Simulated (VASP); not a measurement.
Input of a VASP 6.6.1 run:

Contents of POSCAR:

```
AgI
1.0
    0.0000000000      3.2253840000      3.2253840000
    3.2253840000      0.0000000000      3.2253840000
    3.2253840000      3.2253840000      0.0000000000
Ag I
1 1
Direct
    0.0000000000      0.0000000000      0.0000000000
    0.2500000000      0.2500000000      0.2500000000
```

The input INCAR.step1:

```
PREC = Accurate ; ENCUT = 400
EDIFF = 1E-5 ; ISMEAR = -1
SIGMA = 0.05 ; LREAL = False
LASPH = True ; NELM = 120
ALGO = Normal ; ISIF = 2
LWAVE = True ; LCHARG = False
GGA = PE ; NBANDS = 16
GGA_COMPAT = False ; KPAR = 4
```

File INCAR.step2:

```
PREC = Accurate ; ENCUT = 400
EDIFF = 1E-6 ; ISMEAR = -1
SIGMA = 0.05 ; LREAL = False
LASPH = True ; NELM = 120
ALGO = Normal ; ISIF = 2
LWAVE = False ; LCHARG = False
GGA = PE ; LHFCALC = True
HFSCREEN = 0.2079 ; PRECFOCK = Normal
ISTART = 1 ; NBANDS = 16
GGA_COMPAT = False ; KPAR = 4
```

The input KPOINTS:

```
regular mesh
0
Gamma
  7 7 7
```

Potentials or basis: VASP PAW PBE potentials, release 64 (Ag, I).

Launch:

```bash
$ cat potpaw_PBE.64/Ag/POTCAR potpaw_PBE.64/I/POTCAR > POTCAR
$ cp INCAR.step1 INCAR
$ mpirun -np 4 vasp_std > vasp.out
$ cp INCAR.step2 INCAR
$ mpirun -np 4 vasp_std > vasp.out
```

Q: Predict the pressure.

A: 2.2 GPa.

Q: What does it give for the band gap on the k mesh?

A: 2.46 eV, direct.

Caveat: the PAW data sets were made with another functional, which shifts forces and pressure a little; spin-orbit coupling is left out, which moves the levels of the heavy elements.
